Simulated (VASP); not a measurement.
Set up this calculation in VASP 6.6.1, as the native input.

```
Task                   : electric field gradients
Functional             : PBEsol
Potentials or basis    : VASP PAW PBE potentials, release 64 (K_sv, I)
Cutoff                 : 400 eV
k mesh                 : 8 × 8 × 8
Occupations            : fermi-dirac, width 0.01 eV
Spin                   : no spin polarisation
Dipole correction      : no
Further INCAR settings : ALGO = Normal; EDIFF = 1e-08; NBANDS = 15
```

The structure of KI lies in POSCAR:

```
KI
1.0
    0.0000000000      3.4893045000      3.5245500000
    3.4893045000      0.0000000000      3.5245500000
    3.4893045000      3.4893045000      0.0000000000
K I
1 1
Direct
    0.0000000000      0.0000000000      0.0000000000
    0.5000000000      0.5000000000      0.5000000000
```

This cell differs from its parent crystal: equal xx and yy strain of -1 %.

One way to write it, as run:

INCAR

```
SYSTEM = KI
PREC     = Accurate       ! precision mode
ENCUT    = 400            ! plane-wave cutoff, eV
EDIFF    = 1E-8           ! SCF threshold, eV
ISMEAR   = -1             ! smearing method
SIGMA    = 0.01           ! smearing width, eV
LREAL    = .FALSE.        ! projectors in reciprocal space
LASPH    = .TRUE.         ! aspherical terms in the spheres
NELM     = 120            ! most SCF steps
ALGO     = Normal         ! electronic algorithm
ISIF     = 2              ! what is computed and relaxed
LWAVE    = .FALSE.        ! write WAVECAR
LCHARG   = .FALSE.        ! write CHGCAR
GGA      = PS             ! functional
LEFG     = .TRUE.       
NBANDS   = 15             ! bands
GGA_COMPAT= .FALSE.
```

KPOINTS

```
regular mesh
0
G
  8 8 8
  0 0 0
```

Potentials or basis: VASP PAW PBE potentials, release 64 (K_sv, I).

Launch:

```sh
$ cat potpaw_PBE.64/K_sv/POTCAR potpaw_PBE.64/I/POTCAR > POTCAR
$ mpirun -np 1 vasp_std > vasp.out
```

It gave:

```
Pressure                                : 0.1 GPa
Band gap on the k mesh                  : 3.87 eV
Largest electric field gradient by atom : K +1.4; I +2.5 V/Å²
```

Caveat: the cell differs from its parent crystal (equal xx and yy strain of -1 %); without QUAD_EFG the Cq values of the log hold for a quadrupole moment of 1 mb, not for the nuclei; the PAW data sets were made with another functional, which shifts forces and pressure a little; spin-orbit coupling is left out, which moves the levels of the heavy elements.

It took 34 s on 1 thread of Intel Xeon 8259CL (shared host), peak memory 0.2 GiB.
